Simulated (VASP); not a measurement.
Set up this calculation in VASP 6.6.1, as the native input.

```
Task                   : single point
Functional             : PBE
Potentials or basis    : VASP PAW PBE potentials, release 64 (W_sv, Cl)
Cutoff                 : 520 eV
k mesh                 : 14 × 14 × 4
Occupations            : gaussian, width 0.1 eV
Spin                   : no spin polarisation
Dipole correction      : no
Further INCAR settings : ALGO = Normal; EDIFF = 1e-06; NBANDS = 32
```

The structure of W3Cl lies in POSCAR:

```
W3Cl
1.0
    1.5740485203     -2.3600848047      0.0000000000
    1.5740485203      2.3600848047      0.0000000000
    0.0000000000      0.0000000000      8.8803561682
W Cl
3 1
Direct
    0.0000000000      0.0000000000      0.0000000000
    0.5000000000      0.5000000000      0.7570462582
    0.5000000000      0.5000000000      0.2429537418
    0.0000000000      0.0000000000      0.5000000000
```

These files were run (other wordings do the same):

INCAR

```
  PREC = Accurate
  ENCUT = 520
  EDIFF = 1E-6
  ISMEAR = 0
  SIGMA = 0.1
  LREAL = False
  LASPH = True
  NELM = 100
  ALGO = Normal
  ISIF = 2
  LWAVE = False
  LCHARG = False
  GGA = PE
  NBANDS = 32
```

KPOINTS

```
regular mesh
0
Gamma
  14 14 4
```

Potentials or basis: VASP PAW PBE potentials, release 64 (W_sv, Cl).

Launch:

```sh
$ cat potpaw_PBE.64/W_sv/POTCAR potpaw_PBE.64/Cl/POTCAR > POTCAR
$ mpirun -np 1 vasp_std > vasp.out
```

Results of the run:

| Item | Value |
| --- | --- |
| Pressure | 0.3 GPa |
| Largest force | 0.009 eV/Å |
| Band gap on the k mesh | zero (an odd number of electrons rules out a gap without spin polarisation) |

Caveat: spin-orbit coupling is left out, which moves the levels of the heavy elements; an odd number of electrons without spin polarisation forces a metal; a magnetic or distorted state may lie lower.

Wall time 10 min on 1 thread of Intel Xeon 8259CL, with other jobs on the host, peak memory 0.4 GiB.
